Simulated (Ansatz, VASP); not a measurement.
# AgRh in VASP and in Ansatz

The input POSCAR:

```
AgRh
1.0
    2.7959833597      0.0000000000      0.0000000000
   -1.3979916799      2.4213926181      0.0000000000
    0.0000000000      0.0000000000      4.8404479744
Ag Rh
1 1
Direct
    0.0000000000      0.0000000000      0.5000000000
    0.6666666667      0.3333333333      0.0000000000
```

Contents of INCAR.step1:

```
SYSTEM = AgRh
PREC = Accurate ; ENCUT = 520
ISMEAR = -1 ; SIGMA = 0.05
LREAL = .FALSE. ; LASPH = .TRUE.
NELM = 100 ; NBANDS = 20
GGA = PE ; ALGO = Normal
EDIFF = 1E-4 ; LWAVE = .TRUE.
LCHARG = .FALSE.
```

INCAR.step2

```
SYSTEM = AgRh
PREC = Accurate ; ENCUT = 520
EDIFF = 1E-6 ; ISMEAR = -1
SIGMA = 0.05 ; LREAL = .FALSE.
LASPH = .TRUE. ; NELM = 100
ALGO = Normal ; ISIF = 2
LWAVE = .FALSE. ; LCHARG = .FALSE.
METAGGA = R2SCAN ; LMIXTAU = .TRUE.
NBANDS = 20 ; ISTART = 1
```

The input KPOINTS:

```
regular mesh
0
G
  11 11 6
  0 0 0
```

File input.yaml:

```yaml
crystal:
  lattice:
    - [2.7959833597, 0.0, 0.0]
    - [-1.3979916799, 2.4213926181, 0.0]
    - [0.0, 0.0, 4.8404479744]
  atoms:
    - { symbol: Ag, position: [0.0, 0.0, 0.5] }
    - { symbol: Rh, position: [0.6666666667, 0.3333333333, 0.0] }
hamiltonian:
  xc: r2scan
  pseudopotentials: { kind: paw }
kpoints:
  mp_grid: { grid: [11, 11, 6] }
scf:
  occupations: { method: fermi_dirac, width: 0.05 }
output:
  forces: true
  stress: true
  eigenvalues: true
```

Alike in both runs: task single point; functional r2SCAN; k mesh 11 × 11 × 6; occupations fermi-dirac, width 0.05 eV; no spin polarisation.

```csv
,VASP,Ansatz
version,VASP 6.6.1,Ansatz 0.2.0
potentials or method,"VASP PAW PBE potentials, release 64 (Ag, Rh_pv)",Ansatz PAW
plane-wave cutoff (eV),520,500
valence electrons in the cell,26,36
```

Ansatz gave:

```
gap on the k mesh at the Fermi level (eV)                     : none
pressure (GPa)                                                : -9.2
traceless stress, the component that is largest in VASP (GPa) : 0.38
```

Question: Which values does VASP return?

Answer: gap on the k mesh at the Fermi level (eV): none; pressure (GPa): -8.7; traceless stress, the component that is largest in VASP (GPa): 0.28.

VASP's potentials were made for PBE, not for r2SCAN. A gap of «none» marks a metal or a gap that the smearing closes. VASP's potentials hold 26 valence electrons a cell and Ansatz's 36, so a difference there can come from the potentials and not from the codes.
